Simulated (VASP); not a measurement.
Set up this calculation in VASP 6.6.1, as the native input.

| Property | Result |
| --- | --- |
| Task | relaxation of cell and atoms |
| Functional | PBE |
| Potentials or basis | VASP PAW PBE potentials, release 64 (Cd) |
| Cutoff | 500 eV |
| k mesh | 12 × 12 × 12 |
| Occupations | fermi-dirac, width 0.1 eV |
| Spin | no spin polarisation |
| Target pressure | 10 GPa |
| Dipole correction | no |
| Further INCAR settings | ALGO = Normal; EDIFF = 1e-07; IBRION = 2; EDIFFG = -0.03; NSW = 60; ISIF = 3 |

The structure of Cd lies in POSCAR:

```
Cd
1.0
    0.0000000000      3.0400000000      3.0400000000
    3.0400000000      0.0000000000      3.0400000000
    3.0400000000      3.0400000000      0.0000000000
Cd
2
Direct
    1.0000000000      1.0000000000      1.0000000000
    0.2500000000      0.2500000000      0.2500000000
```

This isn't the form of Cd at room conditions, which is hcp.

The input as run:

INCAR

```
SYSTEM = Cd
  PREC = Accurate
  ENCUT = 500
  EDIFF = 1E-7
  ISMEAR = -1
  SIGMA = 0.1
  LREAL = .False.
  LASPH = .True.
  NELM = 120
  ALGO = Normal
  ISIF = 3
  LWAVE = .False.
  LCHARG = .False.
  GGA = PE
  IBRION = 2
  NSW = 60
  EDIFFG = -0.03
  PSTRESS = 100.0
  GGA_COMPAT = .False.
  NELMIN = 4
```

KPOINTS

```
regular mesh
0
Gamma
  12 12 12
  0 0 0
```

Potentials or basis: VASP PAW PBE potentials, release 64 (Cd).

The run is started by

```bash
$ cat potpaw_PBE.64/Cd/POTCAR > POTCAR
$ mpirun -np 1 vasp_std > vasp.out
```

Results of the run:

```
Relaxed volume                                             : 28.27 Å³/atom
Relaxed cell                                               : a = 4.308 Å, b = 4.308 Å, c = 4.308 Å, α = 60.00°, β = 60.00°, γ = 60.00°
Space group after relaxing (to 0.1 Å)                      : Fd-3m (No. 227)
Energy change on relaxing (the run minimises the enthalpy) : -11.4 meV/atom
Ionic steps                                                : 3
Pressure after relaxing                                    : 10.0 GPa
Band gap on the k mesh                                     : zero (bands 12 and 13 overlap by 6.37 eV)
```

Caveat: the cell is relaxed towards a set pressure, so the run minimises the enthalpy, not the energy.

Wall time 38 s on 1 thread of Intel(R) Xeon(R) 6975P-C (Granite Rapids) (shared host), peak memory 0.21 GiB.
